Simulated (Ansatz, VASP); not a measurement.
## Sb: VASP beside Ansatz

```xyz
3
Lattice="5.3556 0.0000 0.0000 -2.6778 4.6381 0.0000 0.0000 0.0000 3.2830" Properties=species:S:1:pos:R:3 pbc="T T T"
Sb    0.0000    0.0000    0.0000
Sb    0.0000    3.0921    1.6415
Sb    2.6778    1.5460    1.6415
```

Alike in both runs: task relaxation of cell and atoms; functional revPBE; k mesh 7 × 7 × 10; occupations fermi-dirac, width 0.1 eV; no spin polarisation.

|  | VASP | Ansatz |
| --- | --- | --- |
| version | VASP 6.6.1 | Ansatz 0.2.0 |
| potentials or method | VASP PAW PBE potentials, release 64 (Sb), cutoff 600 eV | plane waves (420 eV) with PAW, scalar-relativistic |
| valence electrons in the cell | 15 | 45 |

|  | VASP | Ansatz | Ansatz less VASP |
| --- | --- | --- | --- |
| relaxed volume (Å³/atom) | 27.99 | 28.10 | +0.105 |
| relaxed cell length with the largest relative difference (Å) | 5.458 | 5.465 | +0.0073 |

VASP's potentials were made for PBE, not for revPBE. VASP's potentials hold 15 valence electrons a cell and Ansatz's 45, so a difference there can come from the potentials and not from the codes.

Spin-orbit coupling is off throughout.
